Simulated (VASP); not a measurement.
Runs of VASP 6.6.1 on BeTe. The structure is cubic, space group F-43m (No. 216). Conventional cell: a = 5.657 Å, b = 5.657 Å, c = 5.657 Å, α = 90.00°, β = 90.00°, γ = 90.00°. Within 3.2 Å of Be (site symmetry -43m) lie 4 Te at 2.45 Å. Te (site symmetry -43m) has 4 Be at 2.45 Å within 3.2 Å. 

| level | k mesh | cutoff (eV) | smearing | grid for exact exchange (PRECFOCK) | share of exact exchange | screening parameter | gap on the mesh (eV) | pressure (GPa) |
| --- | --- | --- | --- | --- | --- | --- | --- | --- |
| PBE-based global hybrid | 4 × 4 × 4 | 520 | gaussian 0.01 eV | Normal | 0.15 | - | 2.83 | (a) |
| PBE | 6 × 6 × 6 | 520 | gaussian 0.01 eV | - | - | - | 2.01 | 0.4 |
| PBE | 6 × 6 × 6 | 600 | fermi-dirac 0.2 eV | - | - | - | 2.01 | 0.4 |
| PBE | 6 × 6 × 6 | 600 | fermi-dirac 0.001 eV | - | - | - | 2.01 | 0.4 |
| PBE-based screened hybrid | 4 × 4 × 4 | 520 | gaussian 0.01 eV | Normal | 1 | 0.1 1/Å | 6.35 | -6.4 |

Alike in all rows: task single point; potentials or basis VASP PAW PBE potentials, release 64 (Be, Te); no spin polarisation; cell as given.

Question: Estimate the missing entries.

Answer: (a) -0.1.

Caveats: some runs use coarse meshes; spin-orbit coupling is left out, which moves the levels of the heavy elements; the PAW data sets were made with another functional, which shifts forces and pressure a little (some runs).

A k mesh can miss the band edges, and the runs leave out spin-orbit coupling on Te.
